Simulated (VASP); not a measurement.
# Ga3Sb (Immm) in VASP: single point with PBE

Aim: the single point of Ga3Sb with PBE.

Program: VASP 6.6.1. These are calculated values, not measurements. Logs are shortened: lines on timing, memory, paths and dates and some standing lists are left out, and cuts for length are marked.

### 1 The cell of the first run

The structure is orthorhombic, space group Immm (No. 71). The conventional cell has a = 4.228 Å, b = 4.914 Å, c = 8.441 Å, α = 90.00°, β = 90.00°, γ = 90.00°. Within 3.9 Å of Ga (site symmetry mm2) lie 8 Ga at 2.99 to 3.24 Å and 4 Sb at 2.99 to 3.24 Å. Ga (site symmetry mmm) has 8 Ga at 2.99 to 3.24 Å and 4 Sb at 3.24 Å within 3.9 Å. Within 3.9 Å of Sb (site symmetry mmm) lie 12 Ga at 2.99 to 3.24 Å.

### 2 Single point, PBE (strain +0.0750 x Voigt [1, -1, 0, 0, 0, 0])

The input, INCAR:

```
SYSTEM = Ga3Sb
PREC = Accurate ; ENCUT = 520
EDIFF = 1E-6 ; ISMEAR = 0
SIGMA = 0.15 ; LREAL = .False.
LASPH = .True. ; NELM = 100
ALGO = Fast ; ISIF = 2
LWAVE = .False. ; LCHARG = .False.
GGA = PE ; NBANDS = 30
```

The input, KPOINTS:

```
regular mesh
0
Gamma
  14 14 14
  0 0 0
```

The input, POSCAR:

```
Ga3Sb
1.0
   -2.4570907619      2.1142408881      4.2203249441
    2.4570907619     -2.1142408881      4.2203249441
    2.4570907619      2.1142408881     -4.2203249441
Ga Sb
3 1
Direct
    0.7500000000      0.2500000000      0.5000000000
    0.2500000000      0.7500000000      0.5000000000
    0.5000000000      0.5000000000      0.0000000000
    0.0000000000      0.0000000000      0.0000000000
```

Potentials or basis: VASP PAW PBE potentials, release 64 (Ga_d, Sb).

Started as:

```console
$ cat potpaw_PBE.64/Ga_d/POTCAR potpaw_PBE.64/Sb/POTCAR > POTCAR
$ mpirun -np 1 vasp_std > vasp.out
```

OUTCAR:

```text
SYSTEM = Ga3Sb
   PREC = Accurate
   ENCUT = 520
   EDIFF = 1E-6
   ISMEAR = 0
   LREAL = .False.
   LASPH = .True.
   NELM = 100
   ISIF = 2
   GGA = PE

 ion  position               nearest neighbor table
   1  0.750  0.250  0.500-   4 2.99   4 2.99   4 3.24   4 3.24
   2  0.250  0.750  0.500-   4 2.99   4 2.99   4 3.24   4 3.24
   3  0.500  0.500  0.000-   4 3.24   4 3.24   4 3.24   4 3.24
   4  0.000  0.000  0.000-   1 2.99   2 2.99   1 2.99   2 2.99   1 3.24   2 3.24   1 3.24   2 3.24
                             3 3.24   3 3.24   3 3.24   3 3.24

  LATTYP: Found a body centered orthorhombic cell.
 ALAT       =     4.2284817762
 B/A-ratio  =     1.1621621622
 C/A-ratio  =     1.9961419571

  Lattice vectors:

 A1 = (   2.4570907619,  -2.1142408881,  -4.2203249441)
 A2 = (  -2.4570907619,   2.1142408881,  -4.2203249441)
 A3 = (   2.4570907619,   2.1142408881,   4.2203249441)

Analysis of symmetry for initial positions (statically):
=====================================================================
 Subroutine PRICEL returns:
 Original cell was already a primitive cell.

 Routine SETGRP: Setting up the symmetry group for a
 body centered orthorhombic supercell.

 Subroutine GETGRP returns: Found  8 space group operations
 (whereof  8 operations were pure point group operations)
 out of a pool of  8 trial point group operations.

The static configuration has the point symmetry D_2h.

Analysis of symmetry for dynamics (positions and initial velocities):
=====================================================================
 Subroutine PRICEL returns:
 Original cell was already a primitive cell.

 Routine SETGRP: Setting up the symmetry group for a
 body centered orthorhombic supercell.

 Subroutine GETGRP returns: Found  8 space group operations
 (whereof  8 operations were pure point group operations)
 out of a pool of  8 trial point group operations.

The dynamic configuration has the point symmetry D_2h.

 Subroutine INISYM returns: Found  8 space group operations
 (whereof  8 operations are pure point group operations),
 and found     1 'primitive' translations

----------------------------------------------------------------------------------------

                                     Primitive cell

  volume of cell :      87.6964

  direct lattice vectors                    reciprocal lattice vectors
    -2.457090762  2.114240888  4.220324944     0.000000000  0.236491500  0.118474290
     2.457090762 -2.114240888  4.220324944     0.203492686  0.000000000  0.118474290
     2.457090762  2.114240888 -4.220324944     0.203492686  0.236491500  0.000000000

  length of vectors
     5.321508450  5.321508450  5.321508450     0.264507821  0.235468535  0.311989588

  position of ions in fractional coordinates (direct lattice)
     0.750000000  0.250000000  0.500000000
     0.250000000  0.750000000  0.500000000
     0.500000000  0.500000000  0.000000000
     0.000000000  0.000000000  0.000000000

  ion indices of the primitive-cell ions
   primitive index   ion index
                 1           1
                 2           2
                 3           3
                 4           4

----------------------------------------------------------------------------------------

 KPOINTS: regular mesh

Automatic generation of k-mesh.
 Grid dimensions read from file:
 generate k-points for:   14   14   14

 Generating k-lattice:

  Cartesian coordinates                     Fractional coordinates (reciprocal lattice)
     0.000000000  0.016892250  0.008462449     0.071428571  0.000000000 -0.000000000
     0.014535192  0.000000000  0.008462449     0.000000000  0.071428571  0.000000000
     0.014535192  0.016892250  0.000000000    -0.000000000  0.000000000  0.071428571

  Length of vectors
     0.018893416  0.016819181  0.022284971

  Shift w.r.t. Gamma in fractional coordinates (k-lattice)
     0.000000000  0.000000000  0.000000000

 Subroutine IBZKPT returns following result:
 ===========================================

 Found    428 irreducible k-points:

 Following reciprocal coordinates:
            Coordinates               Weight
  0.000000  0.000000  0.000000      1.000000
  0.071429 -0.000000  0.000000      4.000000
  0.142857 -0.000000  0.000000      4.000000
  0.214286  0.000000  0.000000      4.000000
  0.285714  0.000000  0.000000      4.000000
  0.357143  0.000000  0.000000      4.000000
[... 16 lines left out ...]
  0.000000  0.142857 -0.000000      4.000000
  0.071429  0.142857 -0.000000      8.000000
 [... further k-points ...]
   k-points           NKPTS =    428   k-points in BZ     NKDIM =    428   number of bands    NBANDS=     30
   number of dos      NEDOS =    301   number of ions     NIONS =      4
   total plane-waves  NPLWV =  64000
   dimension x,y,z NGX =    40 NGY =   40 NGZ =   40
   dimension x,y,z NGXF=    80 NGYF=   80 NGZF=   80
   ions per type =               3   1
   NGX,Y,Z   is equivalent  to a cutoff of  12.50, 12.50, 12.50 a.u.
   NGXF,Y,Z  is equivalent  to a cutoff of  24.99, 24.99, 24.99 a.u.
 SYSTEM =  Ga3Sb
   PREC   = accura    normal or accurate (medium, high low for compatibility)
   ISTART =      0    job   : 0-new  1-cont  2-samecut
   ICHARG =      2    charge: 1-file 2-atom 10-const
   ISPIN  =      1    spin polarized calculation?
   LNONCOLLINEAR =      F non collinear calculations
   LSORBIT =      F    spin-orbit coupling
   LASPH  =      T    aspherical Exc in radial PAW
   ENCUT  =  520.0 eV  38.22 Ry    6.18 a.u.   9.89  9.89  9.89*2*pi/ulx,y,z
   NELM   =    100;   NELMIN=  2; NELMDL= -5     # of ELM steps
   EDIFF  = 0.1E-05   stopping-criterion for ELM
   LREAL  =      F    real-space projection
[... 7 lines left out ...]
   TEBEG  =    0.0;   TEEND  =   0.0 temperature during run
   PSTRESS=    0.0 pullay stress
   NELECT =      44.0000    total number of electrons
   NUPDOWN=      -1.0000    fix difference up-down
   EMIN   =  10.00;   EMAX   =-10.00  energy-range for DOS
   EFERMI =   0.00;   METHOD = LEGACY
   ISMEAR =     0;   SIGMA  =   0.15  broadening in eV -4-tet -1-fermi 0-gaus
   EFERMI_NEDOS =   21; number of points for ismear=-14 and -15
   IALGO  =     68    algorithm
   IMIX   =      4    mixing-type and parameters
     AMIX     =   0.40;   BMIX     =  1.00
     AMIX_MAG =   1.60;   BMIX_MAG =  1.00
  volume/ion in A,a.u.               =      21.92       147.95
  Fermi-wavevector in a.u.,A,eV,Ry     =   1.300864  2.458276 23.024418  1.692247
  Thomas-Fermi vector in A             =   2.432035
   LORBIT       =      0    0 simple, 1 ext, 2 COOP (PROOUT), +10 PAW based schemes
   GGA     = PE    functional components
   LHFCALC =     F    Hartree Fock is set to
   AEXX    =    0.0000 exact exchange contribution
   IVDW    =     0    specifies the selected vdW correction
   LEPSILON=     F    determine dielectric tensor
   LRPA    =     F    only Hartree local field effects (RPA)
 non-spin polarized calculation
 RMM-DIIS sequential band-by-band and
 Gauss-broadening in eV      SIGMA  =   0.15
  energy-cutoff  :      520.00
  volume of cell :       87.70
 maximum number of plane-waves:      2383
   NGX = 19   NGY = 19   NGZ = 19

 number of electron      43.9999995 magnetization

 Free energy of the ion-electron system (eV)
  ---------------------------------------------------
  ext. energy  EPLUGINS =         0.00000000
  ---------------------------------------------------
  free energy    TOTEN  =       -12.57913656 eV

  energy without entropy =      -12.56225743  energy(sigma->0) =      -12.57069700

 E-fermi :   6.0648     XC(G=0): -10.5187

 val. band max:        6.0615864144   @ k =  -0.2143  -0.2143   0.1429
 cond. band min:       6.0708503849   @ k =   0.0000   0.4286  -0.0000
 fundamental gap:      0.0092639706
 Fermi energy:         6.0648347561

 k-point     1 :       0.0000    0.0000    0.0000
  band No.  band energies     occupation
      1      -8.8800      2.00000
      2      -8.8617      2.00000
      3      -8.8603      2.00000
      4      -8.8375      2.00000
      5      -8.8165      2.00000
      6      -8.8066      2.00000
[... 22 lines left out ...]
     29      12.1384      0.00000
     30      12.6603      0.00000

 k-point     2 :       0.0714   -0.0000    0.0000
  band No.  band energies     occupation
      1      -8.8782      2.00000
      2      -8.8645      2.00000
      3      -8.8576      2.00000
      4      -8.8334      2.00000
      5      -8.8191      2.00000
      6      -8.8162      2.00000
[... 22 lines left out ...]
     29      12.5222      0.00000
     30      13.1109      0.00000

 k-point     3 :       0.1429   -0.0000    0.0000
  band No.  band energies     occupation
      1      -8.8729      2.00000
      2      -8.8698      2.00000
      3      -8.8495      2.00000
      4      -8.8251      2.00000
      5      -8.8249      2.00000
      6      -8.8241      2.00000
[... 22 lines left out ...]
     29      13.4545      0.00000
     30      14.1096      0.00000

 k-point     4 :       0.2143    0.0000    0.0000
  band No.  band energies     occupation
      1      -8.8735      2.00000
      2      -8.8644      2.00000
      3      -8.8372      2.00000
      4      -8.8320      2.00000
      5      -8.8298      2.00000
      6      -8.8141      2.00000
[... 22 lines left out ...]
     29      12.7661      0.00000
     30      13.7104      0.00000

 k-point     5 :       0.2857    0.0000    0.0000
  band No.  band energies     occupation
      1      -8.8736      2.00000
      2      -8.8536      2.00000
      3      -8.8378      2.00000
      4      -8.8330      2.00000
      5      -8.8216      2.00000
      6      -8.8039      2.00000
[... 22 lines left out ...]
     29      12.5737      0.00000
     30      12.6231      0.00000
[... 526 lines left out ...]
     29      13.0673      0.00000
     30      14.2718      0.00000

 k-point    22 :      -0.0714    0.0714   -0.0000
  band No.  band energies     occupation
      1      -8.8768      2.00000
      2      -8.8630      2.00000
      3      -8.8571      2.00000
      4      -8.8328      2.00000
      5      -8.8189      2.00000
      6      -8.8158      2.00000
[... 22 lines left out ...]
     29      12.4132      0.00000
     30      13.5033      0.00000

 k-point    23 :       0.0000    0.1429   -0.0000
  band No.  band energies     occupation
      1      -8.8718      2.00000
      2      -8.8681      2.00000
      3      -8.8585      2.00000
      4      -8.8357      2.00000
      5      -8.8248      2.00000
      6      -8.8006      2.00000
[... 22 lines left out ...]
     29      13.0893      0.00000
     30      13.4775      0.00000

 k-point    24 :       0.0714    0.1429   -0.0000
  band No.  band energies     occupation
      1      -8.8748      2.00000
      2      -8.8693      2.00000
      3      -8.8555      2.00000
      4      -8.8336      2.00000
      5      -8.8292      2.00000
      6      -8.8081      2.00000
[... 22 lines left out ...]
     29      12.7027      0.00000
     30      13.5150      0.00000

 [... further k-points ...]

------------------------ aborting loop because EDIFF is reached ----------------------------------------

  FORCE on cell =-STRESS in cart. coord.  units (eV):
  Direction    XX          YY          ZZ          XY          YZ          ZX
  --------------------------------------------------------------------------------------
  -------------------------------------------------------------------------------------
  Total        0.0731096      0.4504069     -0.0079896      0.0000000      0.0000000      0.0000000
  in kB        1.3356832      8.2287534     -0.1459663      0.0000000      0.0000000      0.0000000
  external PRESSURE =       3.1394901 kB  Pullay stress =       0.0000000 kB

 VOLUME and BASIS-vectors are now :
 -----------------------------------------------------------------------------
  energy-cutoff  :      520.00
  volume of cell :       87.70
      direct lattice vectors                 reciprocal lattice vectors
    -2.457090762  2.114240888  4.220324944     0.000000000  0.236491500  0.118474290
     2.457090762 -2.114240888  4.220324944     0.203492686  0.000000000  0.118474290
     2.457090762  2.114240888 -4.220324944     0.203492686  0.236491500  0.000000000

 POSITION                                       TOTAL-FORCE (eV/Angst)
 -----------------------------------------------------------------------------------
      0.00000      2.11424      2.11016         0.000000     -0.000000      0.191056
      2.45709     -0.00000      2.11016        -0.000000      0.000000     -0.191056
      0.00000      0.00000      4.22032        -0.000000     -0.000000      0.000000
      0.00000      0.00000      0.00000        -0.000000     -0.000000      0.000000
 -----------------------------------------------------------------------------------
    total drift:                               -0.000000     -0.000000      0.000000

  FREE ENERGIE OF THE ION-ELECTRON SYSTEM (eV)
  ---------------------------------------------------
  free  energy   TOTEN  =       -12.5791365648 eV

  energy  without entropy=      -12.5622574305  energy(sigma->0) =      -12.57069700
```

It took 19 min on 1 thread of Intel Xeon Platinum 8488C (Sapphire Rapids), shared host; peak memory 0.96 GiB.

What came out:

* Free energy: -12.5791 eV
* Pressure: 0.3 GPa
* Largest force: 0.191 eV/Å
* Band gap on the k mesh: zero (bands 22 and 23 overlap by 3.69 eV)

Forces in eV/Å, atoms in the order of the input:
```
Ga   0.000  0.000  0.191
Ga   0.000  0.000 -0.191
Ga   0.000  0.000  0.000
Sb   0.000  0.000  0.000
```

Stress tensor (GPa, compression positive):
```
 0.13  0.00  0.00
 0.00  0.82  0.00
 0.00  0.00 -0.01
```

Levels at points of the mesh, in eV from the Fermi level:
| k point | band 19 | band 20 | band 21 | band 22 | band 23 | band 24 | band 25 | band 26 |
| --- | --- | --- | --- | --- | --- | --- | --- | --- |
| (0.00, 0.00, 0.00) | -2.51 | -2.43 | -2.31 | -1.13 | -1.12 | 0.34 | 0.81 | 0.97 |
| (0.50, 0.00, 0.00) | -4.13 | -2.41 | -1.89 | -1.51 | -0.64 | 1.12 | 2.00 | 2.98 |
| (0.00, 0.50, 0.00) | -4.70 | -1.21 | -0.24 | -0.07 | 0.27 | 2.05 | 3.21 | 3.99 |
| (0.50, 0.50, 0.00) | -5.16 | -4.62 | -4.25 | 0.99 | 1.01 | 1.52 | 1.81 | 4.92 |
| (0.50, 0.50, 0.50) | -4.13 | -2.77 | -2.65 | 1.94 | 3.28 | 3.85 | 4.63 | 5.14 |

Caveat: the cell differs from its parent crystal (strain +0.0750 x Voigt [1, -1, 0, 0, 0, 0]); spin-orbit coupling is left out, which moves the levels of the heavy elements.
